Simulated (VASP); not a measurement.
# In (C2/m) in VASP: single point with PBEsol

Aim: the single point of In with PBEsol.

Everything below comes from runs of VASP 6.6.1. Logs are shortened: lines on timing, memory, paths and dates and some standing lists are left out, and cuts for length are marked.

## 1. The cell of the first run

It takes space group C2/m (No. 12, monoclinic). The conventional cell has a = 4.466 Å, b = 4.635 Å, c = 3.291 Å, α = 90.00°, β = 131.30°, γ = 90.00°. Within 4.2 Å of In (site symmetry 2/m) lie 12 In at 3.22 to 3.39 Å.

## 2. Single point, PBEsol

File INCAR:

```
SYSTEM = In
PREC     = Accurate       ! precision mode
ENCUT    = 520            ! plane-wave cutoff, eV
EDIFF    = 1E-6           ! SCF threshold, eV
ISMEAR   = -1             ! smearing method
SIGMA    = 0.1            ! smearing width, eV
LREAL    = .FALSE.        ! projectors in reciprocal space
LASPH    = .TRUE.         ! aspherical terms in the spheres
NELM     = 80             ! most SCF steps
ALGO     = Normal         ! electronic algorithm
ISIF     = 2              ! what is computed and relaxed
LWAVE    = .FALSE.        ! write WAVECAR
LCHARG   = .TRUE.         ! write CHGCAR
GGA      = PS             ! functional
LELF     = .TRUE.         ! ELF
LVHAR    = .TRUE.       
NBANDS   = 12             ! bands
```

File KPOINTS:

```
regular mesh
0
G
  19 19 23
  0 0 0
```

File POSCAR:

```
In
1.0
   -1.6172734818      1.6598653730      2.4726737581
    1.6598653730     -1.6172734818      2.4726737581
    1.5573908365      1.5573908365     -2.4446865966
In
1
Direct
    0.0000000000      0.0000000000      0.0000000000
```

Potentials or basis: VASP PAW PBE potentials, release 64 (In_d).

Started as:

```console
cat potpaw_PBE.64/In_d/POTCAR > POTCAR
mpirun -np 1 vasp_std > vasp.out
```

OUTCAR:

```text
SYSTEM = In
   PREC = Accurate
   ENCUT = 520
   EDIFF = 1E-6
   ISMEAR = -1
   LREAL = .FALSE.
   LASPH = .TRUE.
   NELM = 80
   ISIF = 2
   GGA = PS

 ion  position               nearest neighbor table
   1  0.000  0.000  0.000-

  Warning from LATTYP: Got some problem with cell dimensions!
  Tried to take original basis but could not verify dimensions!
  LATTYP: Found a base centered monoclinic cell.
 ALAT       =     4.4655513403
 B/A-ratio  =     1.0378503932
 C/A-ratio  =     0.7368642813
 COS(beta)  =    -0.6599797375

  Lattice vectors:

 A1 = (   0.0598826453,  -3.2172562095,  -0.0279871615)
 A2 = (  -3.2172562095,   0.0598826453,  -0.0279871615)
 A3 = (   1.5573908365,   1.5573908365,  -2.4446865966)

Analysis of symmetry for initial positions (statically):
=====================================================================
 Subroutine PRICEL returns:
 Original cell was already a primitive cell.

 Routine SETGRP: Setting up the symmetry group for a
 base centered monoclinic supercell.

 Subroutine GETGRP returns: Found  4 space group operations
 (whereof  4 operations were pure point group operations)
 out of a pool of  4 trial point group operations.

The static configuration has the point symmetry C_2h.

Analysis of symmetry for dynamics (positions and initial velocities):
=====================================================================
 Subroutine PRICEL returns:
 Original cell was already a primitive cell.

 Routine SETGRP: Setting up the symmetry group for a
 base centered monoclinic supercell.

 Subroutine GETGRP returns: Found  4 space group operations
 (whereof  4 operations were pure point group operations)
 out of a pool of  4 trial point group operations.

The dynamic configuration has the point symmetry C_2h.

 Subroutine INISYM returns: Found  4 space group operations
 (whereof  4 operations are pure point group operations),
 and found     1 'primitive' translations

----------------------------------------------------------------------------------------

                                     Primitive cell

  volume of cell :      25.5812

  direct lattice vectors                    reciprocal lattice vectors
    -1.617273482  1.659865373  2.472673758     0.004018860  0.309163086  0.199512974
     1.659865373 -1.617273482  2.472673758     0.309163086  0.004018860  0.199512974
     1.557390836  1.557390836 -2.444686597     0.316767303  0.316767303 -0.005456328

  length of vectors
     3.388929342  3.388929342  3.290505279     0.367971998  0.367971998  0.448009843

  position of ions in fractional coordinates (direct lattice)
     0.000000000  0.000000000  0.000000000

  ion indices of the primitive-cell ions
   primitive index   ion index
                 1           1

----------------------------------------------------------------------------------------

 KPOINTS: regular mesh

Automatic generation of k-mesh.
 Grid dimensions read from file:
 generate k-points for:   19   19   23

 Generating k-lattice:

  Cartesian coordinates                     Fractional coordinates (reciprocal lattice)
     0.000211519  0.016271741  0.010500683     0.052631579  0.000000000  0.000000000
     0.016271741  0.000211519  0.010500683     0.000000000  0.052631579  0.000000000
     0.013772491  0.013772491 -0.000237232     0.000000000  0.000000000  0.043478261

  Length of vectors
     0.019366947  0.019366947  0.019478689

  Shift w.r.t. Gamma in fractional coordinates (k-lattice)
     0.000000000  0.000000000  0.000000000

 Subroutine IBZKPT returns following result:
 ===========================================

 Found   2190 irreducible k-points:

 Following reciprocal coordinates:
            Coordinates               Weight
  0.000000  0.000000  0.000000      1.000000
  0.052632 -0.000000 -0.000000      4.000000
  0.105263 -0.000000 -0.000000      4.000000
  0.157895 -0.000000  0.000000      4.000000
  0.210526 -0.000000 -0.000000      4.000000
  0.263158 -0.000000  0.000000      4.000000
[... 16 lines left out ...]
 -0.315789  0.052632 -0.000000      4.000000
 -0.263158  0.052632  0.000000      4.000000
 [... further k-points ...]
   k-points           NKPTS =   2190   k-points in BZ     NKDIM =   2190   number of bands    NBANDS=     12
   number of dos      NEDOS =    301   number of ions     NIONS =      1
   total plane-waves  NPLWV =  18816
   dimension x,y,z NGX =    28 NGY =   28 NGZ =   24
   dimension x,y,z NGXF=    56 NGYF=   56 NGZF=   48
   ions per type =               1
   NGX,Y,Z   is equivalent  to a cutoff of  13.74, 13.74, 12.13 a.u.
   NGXF,Y,Z  is equivalent  to a cutoff of  27.47, 27.47, 24.25 a.u.
 SYSTEM =  In
   PREC   = accura    normal or accurate (medium, high low for compatibility)
   ISTART =      0    job   : 0-new  1-cont  2-samecut
   ICHARG =      2    charge: 1-file 2-atom 10-const
   ISPIN  =      1    spin polarized calculation?
   LNONCOLLINEAR =      F non collinear calculations
   LSORBIT =      F    spin-orbit coupling
   LASPH  =      T    aspherical Exc in radial PAW
   ENCUT  =  520.0 eV  38.22 Ry    6.18 a.u.   6.30  6.30  6.12*2*pi/ulx,y,z
   NELM   =     80;   NELMIN=  2; NELMDL= -5     # of ELM steps
   EDIFF  = 0.1E-05   stopping-criterion for ELM
   LREAL  =      F    real-space projection
   EDIFFG = 0.1E-04   stopping-criterion for IOM
   NSW    =      0    number of steps for IOM
   IBRION =     -1    ionic relax: 0-MD 1-quasi-New 2-CG
   NFREE  =      0    steps in history (QN), initial steepest desc. (CG)
   ISIF   =      2    stress and relaxation
   ISYM   =      2    0-nonsym 1-usesym 2-fastsym
   POTIM  = 0.5000    time-step for ionic-motion
   TEBEG  =    0.0;   TEEND  =   0.0 temperature during run
   PSTRESS=    0.0 pullay stress
   NELECT =      13.0000    total number of electrons
   NUPDOWN=      -1.0000    fix difference up-down
   EMIN   =  10.00;   EMAX   =-10.00  energy-range for DOS
   EFERMI =   0.00;   METHOD = LEGACY
   ISMEAR =    -1;   SIGMA  =   0.10  broadening in eV -4-tet -1-fermi 0-gaus
   EFERMI_NEDOS =   21; number of points for ismear=-14 and -15
   IALGO  =     38    algorithm
   IMIX   =      4    mixing-type and parameters
     AMIX     =   0.40;   BMIX     =  1.00
     AMIX_MAG =   1.60;   BMIX_MAG =  1.00
  volume/ion in A,a.u.               =      25.58       172.63
  Fermi-wavevector in a.u.,A,eV,Ry     =   1.306418  2.468772 23.221446  1.706728
  Thomas-Fermi vector in A             =   2.437221
   LORBIT       =      0    0 simple, 1 ext, 2 COOP (PROOUT), +10 PAW based schemes
   GGA     = PS    functional components
   LHFCALC =     F    Hartree Fock is set to
   AEXX    =    0.0000 exact exchange contribution
   IVDW    =     0    specifies the selected vdW correction
   LEPSILON=     F    determine dielectric tensor
   LRPA    =     F    only Hartree local field effects (RPA)
 non-spin polarized calculation
  energy-cutoff  :      520.00
  volume of cell :       25.58
 maximum number of plane-waves:       705
 NGX is ok and might be reduce to    28
   NGX = 13   NGY = 13   NGZ = 13

 number of electron      13.0000004 magnetization

 Free energy of the ion-electron system (eV)
  ---------------------------------------------------
  ext. energy  EPLUGINS =         0.00000000
  ---------------------------------------------------
  free energy    TOTEN  =        -2.99080907 eV

  energy without entropy =       -2.97651739  energy(sigma->0) =       -2.98366323

 E-fermi :   7.6054     XC(G=0): -10.5122

 val. band max:        7.6041316196   @ k =  -0.3684   0.1053   0.3043
 cond. band min:       7.6124575891   @ k =   0.4211   0.4211   0.3043
 fundamental gap:      0.0083259694
 Fermi energy:         7.6054236683

 k-point     1 :       0.0000    0.0000    0.0000
  band No.  band energies     occupation
      1      -7.0445      2.00000
      2      -6.9417      2.00000
      3      -6.8895      2.00000
      4      -6.8412      2.00000
      5      -6.7123      2.00000
      6      -2.1107      2.00000
      7      18.0574      0.00000
      8      18.2888      0.00000
      9      18.7766      0.00000
     10      19.3790      0.00000
     11      21.5285      0.00000
     12      21.8375      0.00000

 k-point     2 :       0.0526   -0.0000   -0.0000
  band No.  band energies     occupation
      1      -7.0397      2.00000
      2      -6.9407      2.00000
      3      -6.8873      2.00000
      4      -6.8394      2.00000
      5      -6.7142      2.00000
      6      -2.0499      2.00000
      7      17.2477      0.00000
      8      18.1146      0.00000
      9      18.6180      0.00000
     10      19.3105      0.00000
     11      21.8534      0.00000
     12      22.3384      0.00000

 k-point     3 :       0.1053   -0.0000   -0.0000
  band No.  band energies     occupation
      1      -7.0274      2.00000
      2      -6.9402      2.00000
      3      -6.8806      2.00000
      4      -6.8316      2.00000
      5      -6.7191      2.00000
      6      -1.8664      2.00000
      7      15.5509      0.00000
      8      17.8755      0.00000
      9      18.2441      0.00000
     10      19.2761      0.00000
     11      21.7535      0.00000
     12      22.3915      0.00000
[... 286 lines left out ...]
 k-point    23 :      -0.3158    0.0526   -0.0000
  band No.  band energies     occupation
      1      -7.0056      2.00000
      2      -6.9741      2.00000
      3      -6.8630      2.00000
      4      -6.7248      2.00000
      5      -6.6789      2.00000
      6      -0.0384      2.00000
      7       9.1152      0.00000
      8      15.7727      0.00000
      9      17.3586      0.00000
     10      18.9081      0.00000
     11      20.4621      0.00000
     12      21.0372      0.00000

 k-point    24 :      -0.2632    0.0526    0.0000
  band No.  band energies     occupation
      1      -6.9944      2.00000
      2      -6.9669      2.00000
      3      -6.8559      2.00000
      4      -6.7605      2.00000
      5      -6.7106      2.00000
      6      -0.6920      2.00000
      7      10.7800      0.00000
      8      16.1693      0.00000
      9      17.6095      0.00000
     10      19.1859      0.00000
     11      20.8647      0.00000
     12      21.1491      0.00000

 [... further k-points ...]

------------------------ aborting loop because EDIFF is reached ----------------------------------------

  FORCE on cell =-STRESS in cart. coord.  units (eV):
  Direction    XX          YY          ZZ          XY          YZ          ZX
  --------------------------------------------------------------------------------------
  -------------------------------------------------------------------------------------
  Total        0.0069706      0.0069706     -0.0121312      0.0181849     -0.0235992     -0.0235993
  in kB        0.4365730      0.4365730     -0.7597873      1.1389376     -1.4780437     -1.4780460
  external PRESSURE =       0.0377863 kB  Pullay stress =       0.0000000 kB

 VOLUME and BASIS-vectors are now :
 -----------------------------------------------------------------------------
  energy-cutoff  :      520.00
  volume of cell :       25.58
      direct lattice vectors                 reciprocal lattice vectors
    -1.617273482  1.659865373  2.472673758     0.004018860  0.309163086  0.199512974
     1.659865373 -1.617273482  2.472673758     0.309163086  0.004018860  0.199512974
     1.557390836  1.557390836 -2.444686597     0.316767303  0.316767303 -0.005456328

 POSITION                                       TOTAL-FORCE (eV/Angst)
 -----------------------------------------------------------------------------------
      0.00000      0.00000      0.00000         0.000000      0.000000     -0.000000
 -----------------------------------------------------------------------------------
    total drift:                                0.000000     -0.000000     -0.000000

  FREE ENERGIE OF THE ION-ELECTRON SYSTEM (eV)
  ---------------------------------------------------
  free  energy   TOTEN  =        -2.9908090673 eV

  energy  without entropy=       -2.9765173927  energy(sigma->0) =       -2.98366323
```

Run time: 6.6 min. Hardware: 1 thread of Intel Xeon Platinum 8488C (Sapphire Rapids), shared host; peak memory 0.7 GiB.

Results:

```
Free energy            : -2.9908 eV
Pressure               : 0.0 GPa
Band gap on the k mesh : zero (an odd number of electrons rules out a gap without spin polarisation)
```

Caveat: the PAW data sets were made with another functional, which shifts forces and pressure a little; spin-orbit coupling is left out, which moves the levels of the heavy elements.
